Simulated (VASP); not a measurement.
A run of VASP 6.6.1:

File INCAR:

```
SYSTEM = Sn2TeSe
ALGO = Normal ; EDIFF = 1E-6
ENCUT = 520 ; GGA = PE
ISIF = 2 ; ISMEAR = -1
LASPH = .TRUE. ; LCHARG = .FALSE.
LREAL = .FALSE. ; LWAVE = .FALSE.
NBANDS = 28 ; NELM = 100
PREC = Accurate ; SIGMA = 0.02
```

File KPOINTS:

```
k-points
0
G
  6 6 6
  0 0 0
```

The input POSCAR:

```
Sn2TeSe
1.0
    2.2039608861      1.2724574108      7.1748514545
   -2.2039608861      1.2724574108      7.1748514545
    0.0000000000     -2.5449148217      7.1748514545
Se Te Sn
1 1 2
Direct
    1.0000000000      0.0000000000      0.0000000000
    0.5000000000      0.5000000000      0.5000000000
    0.2555815872      0.2555815872      0.2555815872
    0.7444184128      0.7444184128      0.7444184128
```

Potentials or basis: VASP PAW PBE potentials, release 64 (Se, Te, Sn_d).

Command:

```bash
$ cat potpaw_PBE.64/Se/POTCAR potpaw_PBE.64/Te/POTCAR potpaw_PBE.64/Sn_d/POTCAR > POTCAR
$ mpirun -np 1 vasp_std > vasp.out
```

Hardware: 1 thread of Intel(R) Xeon(R) 6975P-C (Granite Rapids), on a shared host.

Question: Estimate the wall time of this run.

Answer: Run time: 3.3 min on 1 thread of Intel(R) Xeon(R) 6975P-C (Granite Rapids) (shared host), peak memory 0.52 GiB. Counts: scf iterations 13, k points 32.
